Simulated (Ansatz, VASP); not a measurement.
## One calculation of SiC, two programs

```xyz
2
Lattice="0.0697 2.1607 2.1607 2.1607 0.0697 2.1607 2.1607 2.1607 0.0697" Properties=species:S:1:pos:R:3 pbc="T T T"
Si    0.0077    0.0077    0.0077
C     1.0901    1.0901    1.0901
```

Change from the starting cell: epitaxial_111 strain -4.0%.

Alike in both runs: task single point; functional PBE; k mesh 10 × 10 × 10; occupations fermi-dirac, width 0.02 eV; no spin polarisation.

```csv
,VASP,Ansatz
version,VASP 6.6.1,Ansatz 0.2.0
potentials or method,"VASP PAW PBE potentials, release 64 (Si, C)","plane waves, PAW"
plane-wave cutoff (eV),520,420
valence electrons in the cell,8,8
```

VASP gave:

| Property | Result |
| --- | --- |
| gap on the k mesh at the Fermi level (eV) | 1.02 |
| pressure (GPa) | 22.9 |
| traceless stress, the component that is largest in VASP (GPa) | -9.33 |
| rms of the force components (eV/Å) | 0.034 |

Problem. What did Ansatz give for the same quantities?

Solution. gap on the k mesh at the Fermi level (eV): 1.02; pressure (GPa): 23.0; traceless stress, the component that is largest in VASP (GPa): -9.28; rms of the force components (eV/Å): 0.034.

Atom by atom the forces differ by 0.001 eV/Å (rms over components).
